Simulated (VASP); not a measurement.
BPd4, 5 atoms in the cell. The structure is orthorhombic, space group Pmm2 (No. 25). Conventional cell: a = 2.882 Å, b = 4.350 Å, c = 5.837 Å, α = 90.00°, β = 90.00°, γ = 90.00°. Within 2.6 Å of B (site symmetry mm2) lie 5 Pd at 1.95 to 2.18 Å. Pd (site symmetry mm2) has 2 B at 2.18 Å and 10 Pd at 2.88 to 3.06 Å within 3.1 Å. Pd (site symmetry mm2) has 12 Pd at 2.72 to 3.46 Å within 3.6 Å. Within 3.0 Å of Pd (site symmetry mm2) lie 2 B at 2.03 Å and 10 Pd at 2.76 to 2.98 Å. Within 2.6 Å of Pd (site symmetry mm2) lie 1 B at 1.95 Å. 

```yaml
Program: VASP 6.6.1
Task: single point
Functional: PBE
Potentials_or_basis: VASP PAW PBE potentials, release 64 (B, Pd)
Cutoff: 520 eV
k_mesh: 6 × 4 × 4
Occupations: gaussian, width 0.1 eV
Spin: no spin polarisation
Dipole_correction: no
Further_INCAR_settings: ALGO = Normal; EDIFF = 1e-06; NBANDS = 30
```

Potentials or basis: VASP PAW PBE potentials, release 64 (B, Pd).

Run with:

```console
$ cat potpaw_PBE.64/B/POTCAR potpaw_PBE.64/Pd/POTCAR > POTCAR
$ mpirun -np 1 vasp_std > vasp.out
```

Hardware: 1 thread of AMD EPYC 7R13 (shared host).

Q: How long does it take, and how much memory?

A: Wall time 120 s on 1 thread of AMD EPYC 7R13 (shared host), peak memory 0.19 GiB. Counts: scf iterations 15, k points 36.
